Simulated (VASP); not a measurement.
# Zr3S: electric field gradients with PBE

The system is Zr3S.

```
Zr S
1.0
     5.93061    0.00000    0.00000
    -2.96531    5.13606    0.00000
     0.00000    0.00000    5.73198
Zr S
6 2
Cartesian
  1.8935 0.0000 0.0000
  0.9468 1.6398 2.8660
  -0.9468 1.6398 0.0000
  4.0371 0.0000 2.8660
  2.0185 3.4962 0.0000
  -2.0185 3.4962 2.8660
  0.0000 3.4240 1.4330
  2.9653 1.7120 4.2990
```

```
Program                : VASP 6.6.1
Task                   : electric field gradients
Functional             : PBE
Potentials or basis    : VASP PAW PBE potentials, release 64 (Zr_sv, S)
Cutoff                 : 520 eV
k mesh                 : 6 × 6 × 6
Occupations            : fermi-dirac, width 0.15 eV
Spin                   : no spin polarisation
Dipole correction      : no
Further INCAR settings : ALGO = Normal; EDIFF = 1e-08; NBANDS = 52
```

| Item | Value |
| --- | --- |
| Pressure | 0.0 GPa |
| Largest force | 0.004 eV/Å |
| Band gap on the k mesh | zero (bands 42 and 43 overlap by 0.10 eV) |
| Largest electric field gradient by atom | Zr -57.2; S -3.5 V/Å² |

Forces on the atoms (eV/Å):
```
Zr  -0.004  0.000  0.000
Zr  -0.002 -0.003  0.000
Zr   0.002 -0.003  0.000
Zr   0.004  0.000  0.000
Zr   0.002  0.003  0.000
Zr  -0.002  0.003  0.000
S    0.000  0.000  0.000
S    0.000  0.000  0.000
```

Levels at points of the mesh, in eV from the Fermi level:
```
           k point  band 39  band 40  band 41  band 42  band 43  band 44  band 45  band 46
(0.00, 0.00, 0.00)    -0.76    -0.49    -0.46     0.11     0.53     0.53     0.61     0.61
(0.50, 0.00, 0.00)    -0.92    -0.87    -0.73    -0.18     0.41     0.51     0.76     1.39
(0.00, 0.00, 0.50)    -0.65    -0.65    -0.44    -0.44     0.17     0.17     0.44     0.44
(0.50, 0.00, 0.50)    -0.99    -0.99    -0.36    -0.36     0.29     0.29     1.16     1.16
```

Electric field gradients, principal values (V/Å²):
| atom | least | middle | greatest (by size) |
| --- | --- | --- | --- |
| 1 Zr | 11.166 | 46.055 | -57.221 |
| 2 Zr | 11.166 | 46.055 | -57.221 |
| 3 Zr | 11.166 | 46.055 | -57.221 |
| 4 Zr | 11.166 | 46.055 | -57.221 |
| 5 Zr | 11.166 | 46.055 | -57.221 |
| 6 Zr | 11.166 | 46.055 | -57.221 |
| 7 S | 1.736 | 1.738 | -3.474 |
| 8 S | 1.736 | 1.738 | -3.474 |

Wall time 4.6 min on 1 thread of Intel(R) Xeon(R) Platinum 8559C (Emerald Rapids), on a shared host, peak memory 0.41 GiB.

Caveat: without QUAD_EFG the Cq values of the log hold for a quadrupole moment of 1 mb, not for the nuclei.
